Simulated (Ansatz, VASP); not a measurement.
**Two plane-wave programs on MgO**

The input INCAR:

```
  PREC = Accurate
  ENCUT = 840
  EDIFF = 1E-6
  ISMEAR = 0
  SIGMA = 0.02
  LREAL = F
  LASPH = T
  NELM = 120
  ALGO = Normal
  ISIF = 2
  LWAVE = F
  LCHARG = T
  GGA = PE
  LELF = T
  LVHAR = T
  NBANDS = 15
  GGA_COMPAT = F
```

Contents of KPOINTS:

```
regular mesh
0
Gamma
  8 8 8
```

POSCAR

```
MgO
1.0
    0.0000000000      2.1050000000      2.1050000000
    2.1050000000      0.0000000000      2.1050000000
    2.1050000000      2.1050000000      0.0000000000
Mg O
1 1
Direct
    0.0000000000      0.0000000000      0.0000000000
    0.5000000000      0.5000000000      0.5000000000
```

Input for Ansatz:

```yaml
crystal:
  lattice:
    - [0.0, 2.105, 2.105]
    - [2.105, 0.0, 2.105]
    - [2.105, 2.105, 0.0]
  atoms:
    - { symbol: Mg, position: [0.0, 0.0, 0.0] }
    - { symbol: O, position: [0.5, 0.5, 0.5] }
basis:
  ecutwfc: 420
kpoints:
  mp_grid: { grid: [8, 8, 8] }
hamiltonian:
  xc: pbe
  pseudopotentials: { kind: paw }
scf:
  occupations: { method: gaussian, width: 0.02 }
output:
  forces: true
  stress: true
  eigenvalues: true
```

Alike in both runs: task single point; functional PBE; k mesh 8 × 8 × 8; occupations gaussian, width 0.02 eV; no spin polarisation.

```csv
,VASP,Ansatz
version,VASP 6.6.1,Ansatz 0.2.0
potentials or method,"VASP PAW PBE potentials, release 64 (Mg_sv, O), cutoff 840 eV","scalar-relativistic, plane waves, PAW"
valence electrons in the cell,16,16
```

Ansatz gave:

| Quantity | Value |
| --- | --- |
| gap on the k mesh at the Fermi level (eV) | 4.76 |
| least direct gap on the mesh (eV) | 4.76 |
| pressure (GPa) | 4.9 |

Question: Which values does VASP return?

Answer: gap on the k mesh at the Fermi level (eV): 4.75; least direct gap on the mesh (eV): 4.75; pressure (GPa): 5.0.
